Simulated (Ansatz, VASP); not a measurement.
## One calculation of Al2Pt, two programs

File INCAR:

```
SYSTEM = Al2Pt
ALGO = Normal
EDIFF = 1E-6
ENCUT = 520
GGA = PE
ISIF = 2
ISMEAR = 0
LASPH = .True.
LCHARG = .False.
LREAL = .False.
LWAVE = .False.
NBANDS = 15
NELM = 100
PREC = Accurate
SIGMA = 0.1
```

The input KPOINTS:

```
k-points
0
Gamma
  12 12 12
  0 0 0
```

The input POSCAR:

```
Al2Pt
1.0
    0.0000000000      3.0193894500      3.0193894500
    3.0193894500      0.0000000000      3.0193894500
    3.0193894500      3.0193894500      0.0000000000
Al Pt
2 1
Direct
    0.2500000000      0.2500000000      0.2500000000
    0.7500000000      0.7500000000      0.7500000000
    0.0000000000      0.0000000000      0.0000000000
```

Input for Ansatz:

```yaml
crystal:
  lattice:
    - [0.0, 3.01938945, 3.01938945]
    - [3.01938945, 0.0, 3.01938945]
    - [3.01938945, 3.01938945, 0.0]
  atoms:
    - { symbol: Al, position: [0.25, 0.25, 0.25] }
    - { symbol: Al, position: [0.75, 0.75, 0.75] }
    - { symbol: Pt, position: [0.0, 0.0, 0.0] }
basis:
  ecutwfc: 420
kpoints:
  mp_grid: { grid: [12, 12, 12] }
hamiltonian:
  xc: pbe
scf:
  occupations: { method: gaussian, width: 0.1 }
output:
  forces: true
  stress: true
  eigenvalues: true
```

Alike in both runs: task single point; functional PBE; k mesh 12 × 12 × 12; occupations gaussian, width 0.1 eV; no spin polarisation.

|  | VASP | Ansatz |
| --- | --- | --- |
| version | VASP 6.6.1 | Ansatz 0.2.0 |
| potentials or method | VASP PAW PBE potentials, release 64 (Al, Pt), cutoff 520 eV | scalar-relativistic, plane waves, PAW |
| valence electrons in the cell | 16 | 24 |

|  | VASP | Ansatz | Ansatz less VASP |
| --- | --- | --- | --- |
| gap on the k mesh at the Fermi level (eV) | none | none | - |
| pressure (GPa) | -5.6 | -5.4 | +0.15 |

A gap of «none» marks a metal or a gap that the smearing closes. The functional is the same, so the differences come from potentials, cutoffs and numerics. VASP's potentials hold 16 valence electrons a cell and Ansatz's 24, so a difference there can come from the potentials and not from the codes.

Spin-orbit coupling is off throughout.
